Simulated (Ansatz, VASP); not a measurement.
# One calculation of CaO, two programs

```xyz
4
Lattice="3.9808 0.0000 0.0000 -1.9904 3.4475 0.0000 0.0000 0.0000 4.7704" Properties=species:S:1:pos:R:3 pbc="T T T"
Ca    0.0000    2.2983   -0.2982
Ca    1.9904    1.1492    2.0871
O     0.0000    2.2983    2.0871
O     1.9904    1.1492    4.4723
```

Alike in both runs: task single point; functional r2SCAN; k mesh 12 × 12 × 6; no spin polarisation.

|  | VASP | Ansatz |
| --- | --- | --- |
| version | VASP 6.6.1 | Ansatz 0.2.0 |
| potentials or method | VASP PAW PBE potentials, release 64 (Ca_sv, O) | plane waves, PAW |
| plane-wave cutoff (eV) | 520 | 500 |
| occupations | gaussian, width 0.01 eV | fixed |
| valence electrons in the cell | 32 | 32 |

Ansatz gave:

| Item | Value |
| --- | --- |
| gap on the k mesh at the Fermi level (eV) | 3.63 |
| pressure (GPa) | 0.0 |
| traceless stress, the component that is largest in VASP (GPa) | -0.02 |

Task: What did VASP give for the same quantities?

Result: gap on the k mesh at the Fermi level (eV): 3.61; pressure (GPa): 1.0; traceless stress, the component that is largest in VASP (GPa): -0.06.

VASP's potentials were made for PBE, not for r2SCAN.
